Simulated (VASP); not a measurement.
Runs of VASP 6.6.1 on NiO. The structure is that of space group Fm-3m (No. 225), or close to it. The cells are those of the table. 

```csv
task,level,potentials or basis,spin,cell,k mesh,k mesh for the DOS,occupations for the DOS,second run,gap on the mesh (eV),pressure (GPa),moment (μB)
single point,PBE,"VASP PAW PBE potentials, release 64 (Ni, O)","collinear, ferromagnetic start","a = 2.897 Å, angles 60.0°, 2 atoms",11 × 11 × 11,-,-,-,none,(c),1.48
single point,PBE,"VASP PAW PBE potentials, release 64 (Ni, O)",off,"a = 2.958 Å, angles 60.0°, 2 atoms",11 × 11 × 11,-,-,-,none,-2.9,-
density of states,BLYP,"VASP PAW PBE potentials, release 64 (Ni, O)","collinear, ferromagnetic start","a = 2.958 Å, angles 60.0°, 2 atoms",6 × 6 × 6,9 × 9 × 9,tetrahedron,-,-,-,1.72
single point,PBE,"VASP PAW PBE potentials, release 64 (Ni, O)","collinear, ferromagnetic start","a = 2.938 Å, angles 60.0°, 2 atoms",11 × 11 × 11,-,-,-,none,7.5,1.62
single point,PBE,"VASP PAW PBE potentials, release 64 (Ni, O)","collinear, ferromagnetic start","a = 2.977 Å, angles 60.0°, 2 atoms",11 × 11 × 11,-,-,-,none,(b),(a)
single point,PBE,"VASP PAW PBE potentials, release 64 (Ni, O)","collinear, ferromagnetic start","a = 2.958 Å, angles 60.0°, 2 atoms",6 × 6 × 6,-,-,-,none,3.9,1.72
single point,PBE,"VASP PAW PBE potentials, release 64 (Ni, O)","collinear, ferromagnetic start","a = 2.958 Å, angles 60.0°, 2 atoms",11 × 11 × 11,-,-,-,none,3.9,1.70
density of states,BLYP,"VASP PAW PBE potentials, release 64 (Ni_sv_GW, O)","collinear, ferromagnetic start","a = 2.958 Å, angles 60.0°, 2 atoms",6 × 6 × 6,9 × 9 × 9,tetrahedron,valence_matched,-,-,1.73
```

Alike in all rows: cutoff (eV) 520; smearing fermi-dirac 0.05 eV.

Task: Estimate the missing entries.

Result: (a) 1.77; (b) 0.4; (c) 16.6.

Caveats: some runs use coarse meshes; semilocal functionals often make such compounds metallic where correlation or magnetic order opens a gap, which also shifts bond lengths; a cell with one magnetic atom can't hold antiferromagnetic order, which such compounds often take (some runs); the PAW data sets were made with another functional, which shifts forces and pressure a little (some runs); tetrahedron occupations give inexact forces and stress in metals (some runs).

A gap of «none» marks levels without a gap at the run's occupations.

The runs don't all hold the same shells in valence.
